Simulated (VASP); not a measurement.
Si, 2 atoms in the cell. The structure is orthorhombic, space group Imma (No. 74). The conventional cell has a = 4.590 Å, b = 4.830 Å, c = 2.600 Å, α = 90.00°, β = 90.00°, γ = 90.00°. Within 3.2 Å of Si (site symmetry mm2) lie 8 Si at 2.43 to 2.80 Å.  This cell differs from its parent crystal: volume scaled by 1.06.

```yaml
Program: VASP 6.6.1
Task: single point
Functional: LDA
Potentials_or_basis: VASP PAW LDA potentials, release 64 (Si)
Cutoff: 520 eV
k_mesh: 16 × 16 × 16
Occupations: fermi-dirac, width 0.05 eV
Spin: no spin polarisation
Dipole_correction: no
Further_INCAR_settings: ALGO = Normal; EDIFF = 1e-07; NBANDS = 11
```

Potentials or basis: VASP PAW LDA potentials, release 64 (Si).

Run with:

```sh
$ cat potpaw_LDA.64/Si/POTCAR > POTCAR
$ mpirun -np 1 vasp_std > vasp.out
```

Hardware: 1 thread of AMD EPYC 9R45 (Zen 5), on a shared host.

How long does it take, and how much memory?

Run time: 2.3 min on 1 thread of AMD EPYC 9R45 (Zen 5), with other jobs on the host, peak memory 0.22 GiB. Counts: scf iterations 11, k points 621.
